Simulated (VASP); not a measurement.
# Au (Fm-3m) in VASP: notebook

The runs below take Au through single point, relaxation of cell and atoms, with PBE.

Program: VASP 6.6.1. These are calculated values, not measurements. Logs are shortened: lines on timing, memory, paths and dates and some standing lists are left out, and cuts for length are marked.

**1. The cell of the first run**

Symmetry: Fm-3m, No. 225, cubic system. Conventional cell: a = 4.431 Å, b = 4.431 Å, c = 4.431 Å, α = 90.00°, β = 90.00°, γ = 90.00°. Au (site symmetry m-3m) has 12 Au at 3.13 Å within 4.1 Å.

**2. Single point, PBE**

Input file INCAR:

```
SYSTEM = Au
ALGO = Normal
EDIFF = 1E-7
ENCUT = 520
GGA = PE
ISIF = 2
ISMEAR = -1
LASPH = .TRUE.
LCHARG = .FALSE.
LREAL = .FALSE.
LWAVE = .FALSE.
NBANDS = 12
NELM = 100
PREC = Accurate
SIGMA = 0.05
```

Input file KPOINTS:

```
k-points
0
G
  17 17 17
  0 0 0
```

Input file POSCAR:

```
Au
1.0
    0.0000000000      2.2156026200      2.2156026200
    2.2156026200      0.0000000000      2.2156026200
    2.2156026200      2.2156026200      0.0000000000
Au
1
Direct
    0.0000000000      0.0000000000      0.0000000000
```

Potentials or basis: VASP PAW PBE potentials, release 64 (Au).

The run is started by

```sh
$ cat potpaw_PBE.64/Au/POTCAR > POTCAR
$ mpirun -np 1 vasp_std > vasp.out
```

OUTCAR:

```text
SYSTEM = Au
   EDIFF = 1E-7
   ENCUT = 520
   GGA = PE
   ISIF = 2
   ISMEAR = -1
   LASPH = .TRUE.
   LREAL = .FALSE.
   NELM = 100
   PREC = Accurate

 ion  position               nearest neighbor table
   1  0.000  0.000  0.000-

  LATTYP: Found a face centered cubic cell.
 ALAT       =     4.4312052400

  Lattice vectors:

 A1 = (   0.0000000000,   2.2156026200,   2.2156026200)
 A2 = (   2.2156026200,   0.0000000000,   2.2156026200)
 A3 = (   2.2156026200,   2.2156026200,   0.0000000000)

Analysis of symmetry for initial positions (statically):
=====================================================================
 Subroutine PRICEL returns:
 Original cell was already a primitive cell.

 Routine SETGRP: Setting up the symmetry group for a
 face centered cubic supercell.

 Subroutine GETGRP returns: Found 48 space group operations
 (whereof 48 operations were pure point group operations)
 out of a pool of 48 trial point group operations.

The static configuration has the point symmetry O_h .

Analysis of symmetry for dynamics (positions and initial velocities):
=====================================================================
 Subroutine PRICEL returns:
 Original cell was already a primitive cell.

 Routine SETGRP: Setting up the symmetry group for a
 face centered cubic supercell.

 Subroutine GETGRP returns: Found 48 space group operations
 (whereof 48 operations were pure point group operations)
 out of a pool of 48 trial point group operations.

The dynamic configuration has the point symmetry O_h .

 Subroutine INISYM returns: Found 48 space group operations
 (whereof 48 operations are pure point group operations),
 and found     1 'primitive' translations

----------------------------------------------------------------------------------------

                                     Primitive cell

  volume of cell :      21.7523

  direct lattice vectors                    reciprocal lattice vectors
     0.000000000  2.215602620  2.215602620    -0.225672237  0.225672237  0.225672237
     2.215602620  0.000000000  2.215602620     0.225672237 -0.225672237  0.225672237
     2.215602620  2.215602620  0.000000000     0.225672237  0.225672237 -0.225672237

  length of vectors
     3.133335274  3.133335274  3.133335274     0.390875781  0.390875781  0.390875781

  position of ions in fractional coordinates (direct lattice)
     0.000000000  0.000000000  0.000000000

  ion indices of the primitive-cell ions
   primitive index   ion index
                 1           1

----------------------------------------------------------------------------------------

 KPOINTS: k-points

Automatic generation of k-mesh.
 Grid dimensions read from file:
 generate k-points for:   17   17   17

 Generating k-lattice:

  Cartesian coordinates                     Fractional coordinates (reciprocal lattice)
    -0.013274837  0.013274837  0.013274837     0.058823529  0.000000000  0.000000000
     0.013274837 -0.013274837  0.013274837     0.000000000  0.058823529  0.000000000
     0.013274837  0.013274837 -0.013274837     0.000000000  0.000000000  0.058823529

  Length of vectors
     0.022992693  0.022992693  0.022992693

  Shift w.r.t. Gamma in fractional coordinates (k-lattice)
     0.000000000  0.000000000  0.000000000

 Subroutine IBZKPT returns following result:
 ===========================================

 Found    165 irreducible k-points:

 Following reciprocal coordinates:
            Coordinates               Weight
  0.000000  0.000000  0.000000      1.000000
  0.058824  0.000000  0.000000      8.000000
  0.117647  0.000000  0.000000      8.000000
  0.176471  0.000000  0.000000      8.000000
  0.235294  0.000000  0.000000      8.000000
  0.294118  0.000000  0.000000      8.000000
[... 16 lines left out ...]
 -0.176471  0.058824  0.000000     24.000000
 -0.117647  0.058824  0.000000     24.000000
 [... further k-points ...]
   k-points           NKPTS =    165   k-points in BZ     NKDIM =    165   number of bands    NBANDS=     12
   number of dos      NEDOS =    301   number of ions     NIONS =      1
   total plane-waves  NPLWV =  13824
   dimension x,y,z NGX =    24 NGY =   24 NGZ =   24
   dimension x,y,z NGXF=    48 NGYF=   48 NGZF=   48
   ions per type =               1
   NGX,Y,Z   is equivalent  to a cutoff of  12.73, 12.73, 12.73 a.u.
   NGXF,Y,Z  is equivalent  to a cutoff of  25.47, 25.47, 25.47 a.u.
 SYSTEM =  Au
   PREC   = accura    normal or accurate (medium, high low for compatibility)
   ISTART =      0    job   : 0-new  1-cont  2-samecut
   ICHARG =      2    charge: 1-file 2-atom 10-const
   ISPIN  =      1    spin polarized calculation?
   LNONCOLLINEAR =      F non collinear calculations
   LSORBIT =      F    spin-orbit coupling
   LASPH  =      T    aspherical Exc in radial PAW
   ENCUT  =  520.0 eV  38.22 Ry    6.18 a.u.   5.83  5.83  5.83*2*pi/ulx,y,z
   NELM   =    100;   NELMIN=  2; NELMDL= -5     # of ELM steps
   EDIFF  = 0.1E-06   stopping-criterion for ELM
   LREAL  =      F    real-space projection
   EDIFFG = 0.1E-05   stopping-criterion for IOM
   NSW    =      0    number of steps for IOM
   IBRION =     -1    ionic relax: 0-MD 1-quasi-New 2-CG
   NFREE  =      0    steps in history (QN), initial steepest desc. (CG)
   ISIF   =      2    stress and relaxation
   ISYM   =      2    0-nonsym 1-usesym 2-fastsym
   POTIM  = 0.5000    time-step for ionic-motion
   TEBEG  =    0.0;   TEEND  =   0.0 temperature during run
   PSTRESS=    0.0 pullay stress
   NELECT =      11.0000    total number of electrons
   NUPDOWN=      -1.0000    fix difference up-down
   EMIN   =  10.00;   EMAX   =-10.00  energy-range for DOS
   EFERMI =   0.00;   METHOD = LEGACY
   ISMEAR =    -1;   SIGMA  =   0.05  broadening in eV -4-tet -1-fermi 0-gaus
   EFERMI_NEDOS =   21; number of points for ismear=-14 and -15
   IALGO  =     38    algorithm
   IMIX   =      4    mixing-type and parameters
     AMIX     =   0.40;   BMIX     =  1.00
     AMIX_MAG =   1.60;   BMIX_MAG =  1.00
  volume/ion in A,a.u.               =      21.75       146.79
  Fermi-wavevector in a.u.,A,eV,Ry     =   1.304279  2.464730 23.145468  1.701144
  Thomas-Fermi vector in A             =   2.435225
   LORBIT       =      0    0 simple, 1 ext, 2 COOP (PROOUT), +10 PAW based schemes
   GGA     = PE    functional components
   LHFCALC =     F    Hartree Fock is set to
   AEXX    =    0.0000 exact exchange contribution
   IVDW    =     0    specifies the selected vdW correction
   LEPSILON=     F    determine dielectric tensor
   LRPA    =     F    only Hartree local field effects (RPA)
 non-spin polarized calculation
  energy-cutoff  :      520.00
  volume of cell :       21.75
 maximum number of plane-waves:       596
   NGX = 11   NGY = 11   NGZ = 11

 number of electron      10.9999999 magnetization

 Free energy of the ion-electron system (eV)
  ---------------------------------------------------
  ext. energy  EPLUGINS =         0.00000000
  ---------------------------------------------------
  free energy    TOTEN  =        -2.99808274 eV

  energy without entropy =       -2.99481817  energy(sigma->0) =       -2.99645046

 E-fermi :   5.9538     XC(G=0): -11.2973

 val. band max:        5.9403370863   @ k =  -0.3529   0.1765   0.0000
 cond. band min:       5.9845828974   @ k =  -0.2353   0.2941   0.1176
 fundamental gap:      0.0442458111
 Fermi energy:         5.9538316437

 k-point     1 :       0.0000    0.0000    0.0000
  band No.  band energies     occupation
      1      -1.6362      2.00000
      2       2.3303      2.00000
      3       2.3303      2.00000
      4       2.3303      2.00000
      5       3.3064      2.00000
      6       3.3064      2.00000
      7      20.4974      0.00000
      8      23.0762      0.00000
      9      23.0762      0.00000
     10      23.0762      0.00000
     11      27.3157      0.00000
     12      29.8647      0.00000

 k-point     2 :       0.0588    0.0000    0.0000
  band No.  band energies     occupation
      1      -1.5388      2.00000
      2       2.3072      2.00000
      3       2.3586      2.00000
      4       2.3586      2.00000
      5       3.2956      2.00000
      6       3.2956      2.00000
      7      20.5542      0.00000
      8      22.2656      0.00000
      9      23.1310      0.00000
     10      23.1310      0.00000
     11      27.6653      0.00000
     12      29.1110      0.00000

 k-point     3 :       0.1176    0.0000    0.0000
  band No.  band energies     occupation
      1      -1.2542      2.00000
      2       2.2511      2.00000
      3       2.4308      2.00000
      4       2.4308      2.00000
      5       3.2765      2.00000
      6       3.2765      2.00000
      7      20.1174      0.00000
      8      21.1747      0.00000
      9      23.2587      0.00000
     10      23.2587      0.00000
     11      26.8086      0.00000
     12      28.4388      0.00000

 k-point     4 :       0.1765    0.0000    0.0000
  band No.  band energies     occupation
      1      -0.8109      2.00000
      2       2.2062      2.00000
      3       2.5053      2.00000
      4       2.5053      2.00000
      5       3.2906      2.00000
      6       3.2906      2.00000
      7      18.2147      0.00000
      8      21.2332      0.00000
      9      23.3354      0.00000
     10      23.3354      0.00000
     11      25.9128      0.00000
     12      27.5546      0.00000

 k-point     5 :       0.2353    0.0000    0.0000
  band No.  band energies     occupation
      1      -0.2825      2.00000
      2       2.2651      2.00000
      3       2.5259      2.00000
      4       2.5259      2.00000
      5       3.3906      2.00000
      6       3.3906      2.00000
      7      16.0643      0.00000
      8      21.1765      0.00000
      9      23.1577      0.00000
     10      23.1577      0.00000
     11      25.6955      0.00000
     12      27.0074      0.00000

 k-point     6 :       0.2941    0.0000    0.0000
  band No.  band energies     occupation
      1       0.1779      2.00000
      2       2.4836      2.00000
      3       2.4836      2.00000
      4       2.5975      2.00000
      5       3.5751      2.00000
      6       3.5751      2.00000
      7      13.8978      0.00000
      8      20.8432      0.00000
      9      22.6486      0.00000
     10      22.6486      0.00000
     11      26.1414      0.00000
     12      26.9167      0.00000

 k-point     7 :       0.3529    0.0000    0.0000
  band No.  band energies     occupation
      1       0.4267      2.00000
      2       2.4155      2.00000
      3       2.4155      2.00000
      4       3.3538      2.00000
      5       3.7875      2.00000
      6       3.7875      2.00000
      7      11.8010      0.00000
      8      20.4332      0.00000
      9      22.0102      0.00000
     10      22.0102      0.00000
     11      26.8968      0.00000
     12      27.0919      0.00000

 k-point     8 :       0.4118    0.0000    0.0000
  band No.  band energies     occupation
      1       0.5066      2.00000
      2       2.3548      2.00000
      3       2.3548      2.00000
      4       3.9682      2.00000
      5       3.9682      2.00000
      6       4.4735      2.00000
      7       9.8471      0.00000
      8      20.1066      0.00000
      9      21.4742      0.00000
     10      21.4742      0.00000
     11      27.3066      0.00000
     12      27.3066      0.00000
[... 166 lines left out ...]
 k-point    20 :      -0.3529    0.0588    0.0000
  band No.  band energies     occupation
      1       0.5406      2.00000
      2       2.3717      2.00000
      3       2.4289      2.00000
      4       3.3325      2.00000
      5       3.7470      2.00000
      6       4.3318      2.00000
      7      11.1908      0.00000
      8      20.0336      0.00000
      9      20.9465      0.00000
     10      22.2477      0.00000
     11      26.6905      0.00000
     12      27.2079      0.00000

 k-point    21 :      -0.2941    0.0588    0.0000
  band No.  band energies     occupation
      1       0.3663      2.00000
      2       2.4265      2.00000
      3       2.4989      2.00000
      4       2.6899      2.00000
      5       3.5110      2.00000
      6       3.9104      2.00000
      7      13.2445      0.00000
      8      20.2888      0.00000
      9      21.4958      0.00000
     10      23.2251      0.00000
     11      25.8585      0.00000
     12      26.8184      0.00000

 k-point    22 :      -0.2353    0.0588    0.0000
  band No.  band energies     occupation
      1      -0.0302      2.00000
      2       2.2413      2.00000
      3       2.5414      2.00000
      4       2.5593      2.00000
      5       3.2975      2.00000
      6       3.6417      2.00000
      7      15.3910      0.00000
      8      20.5655      0.00000
      9      22.1375      0.00000
     10      24.1764      0.00000
     11      25.1228      0.00000
     12      26.5245      0.00000

 k-point    23 :      -0.1765    0.0588    0.0000
  band No.  band energies     occupation
      1      -0.5567      2.00000
      2       2.1509      2.00000
      3       2.5507      2.00000
      4       2.5580      2.00000
      5       3.1798      2.00000
      6       3.4552      2.00000
      7      17.5552      0.00000
      8      20.7650      0.00000
      9      22.5358      0.00000
     10      24.4597      0.00000
     11      25.0127      0.00000
     12      26.9840      0.00000

 k-point    24 :      -0.1176    0.0588    0.0000
  band No.  band energies     occupation
      1      -1.0384      2.00000
      2       2.1904      2.00000
      3       2.4812      2.00000
      4       2.5018      2.00000
      5       3.1826      2.00000
      6       3.3592      2.00000
      7      19.6075      0.00000
      8      20.8252      0.00000
      9      22.5257      0.00000
     10      24.0679      0.00000
     11      25.8563      0.00000
     12      28.2191      0.00000

 [... further k-points ...]
[... 5 lines left out ...]
  --------------------------------------------------------------------------------------
  -------------------------------------------------------------------------------------
  Total       -2.0355125     -2.0355125     -2.0355125     -0.0000000     -0.0000000      0.0000000
  in kB     -149.9266214   -149.9266214   -149.9266214     -0.0000000     -0.0000000      0.0000000
  external PRESSURE =    -149.9266214 kB  Pullay stress =       0.0000000 kB

 VOLUME and BASIS-vectors are now :
 -----------------------------------------------------------------------------
  energy-cutoff  :      520.00
  volume of cell :       21.75
      direct lattice vectors                 reciprocal lattice vectors
     0.000000000  2.215602620  2.215602620    -0.225672237  0.225672237  0.225672237
     2.215602620  0.000000000  2.215602620     0.225672237 -0.225672237  0.225672237
     2.215602620  2.215602620  0.000000000     0.225672237  0.225672237 -0.225672237

 POSITION                                       TOTAL-FORCE (eV/Angst)
 -----------------------------------------------------------------------------------
      0.00000      0.00000      0.00000         0.000000      0.000000      0.000000
 -----------------------------------------------------------------------------------
    total drift:                               -0.000000      0.000000     -0.000000

  FREE ENERGIE OF THE ION-ELECTRON SYSTEM (eV)
  ---------------------------------------------------
  free  energy   TOTEN  =        -2.9980827389 eV

  energy  without entropy=       -2.9948181727  energy(sigma->0) =       -2.99645046
```

It took 20 s on 1 thread of AMD EPYC 9R45 (Zen 5), shared host; peak memory 0.14 GiB.

What came out:

```
Free energy            : -2.9981 eV
Pressure               : -15.0 GPa
Band gap on the k mesh : zero (an odd number of electrons rules out a gap without spin polarisation)
```

Levels at points of the mesh, in eV from the Fermi level:
| k point | band 2 | band 3 | band 4 | band 5 | band 6 | band 7 | band 8 | band 9 | band 10 | band 11 |
| --- | --- | --- | --- | --- | --- | --- | --- | --- | --- | --- |
| (0.00, 0.00, 0.00) | -3.62 | -3.62 | -3.62 | -2.65 | -2.65 | 14.54 | 17.12 | 17.12 | 17.12 | 21.36 |

Caveat: the cell stands under tension; spin-orbit coupling is left out, which moves the levels of the heavy elements.

**3. Relaxation of cell and atoms, PBE**

This run uses another cell than the first one, of 17.96 Å³/atom.

Input file INCAR:

```
SYSTEM = Au
PREC = Accurate
ENCUT = 600
EDIFF = 1E-6
ISMEAR = -1
SIGMA = 0.05
LREAL = .FALSE.
LASPH = .TRUE.
NELM = 100
ALGO = Normal
ISIF = 3
LWAVE = .FALSE.
LCHARG = .FALSE.
GGA = PE
IBRION = 2
NSW = 45
EDIFFG = -0.005
```

Input file KPOINTS:

```
Automatic mesh
0
G
  17 17 17
  0 0 0
```

Input file POSCAR:

```
Au
1.0
    0.0000000000      2.0786344967      2.0786344967
    2.0786344967      0.0000000000      2.0786344967
    2.0786344967      2.0786344967      0.0000000000
Au
1
Direct
    0.0000000000      0.0000000000      0.0000000000
```

Potentials or basis: VASP PAW PBE potentials, release 64 (Au).

The run is started by

```sh
$ cat potpaw_PBE.64/Au/POTCAR > POTCAR
$ mpirun -np 1 vasp_std > vasp.out
```

Run time: 23 s. Hardware: 1 thread of AMD EPYC 9R45 (Zen 5), shared host; peak memory 0.14 GiB.

It converged, with:

- Free energy: -3.2208 eV
- Relaxed volume: 17.94 Å³/atom
- Relaxed cell: a = 2.939 Å, b = 2.939 Å, c = 2.939 Å, α = 60.00°, β = 60.00°, γ = 60.00°
- Space group after relaxing (to 0.1 Å): Fm-3m (No. 225)
- Energy gained by relaxing: 0.0 meV/atom
- Ionic steps: 3
- Pressure after relaxing: 0.0 GPa
- Band gap on the k mesh: zero (an odd number of electrons rules out a gap without spin polarisation)

Final structure:
```xyz
1
Lattice="0.0000 2.0779 2.0779 2.0779 0.0000 2.0779 2.0779 2.0779 0.0000" Properties=species:S:1:pos:R:3 pbc="T T T"
Au    0.0000    0.0000    0.0000
```

Levels at points of the mesh, in eV from the Fermi level:
| k point | band 4 | band 5 | band 6 | band 7 | band 8 | band 9 |
| --- | --- | --- | --- | --- | --- | --- |
| (0.00, 0.00, 0.00) | -4.53 | -3.15 | -3.15 | 14.47 | 18.18 | 18.18 |

Caveat: spin-orbit coupling is left out, which moves the levels of the heavy elements.
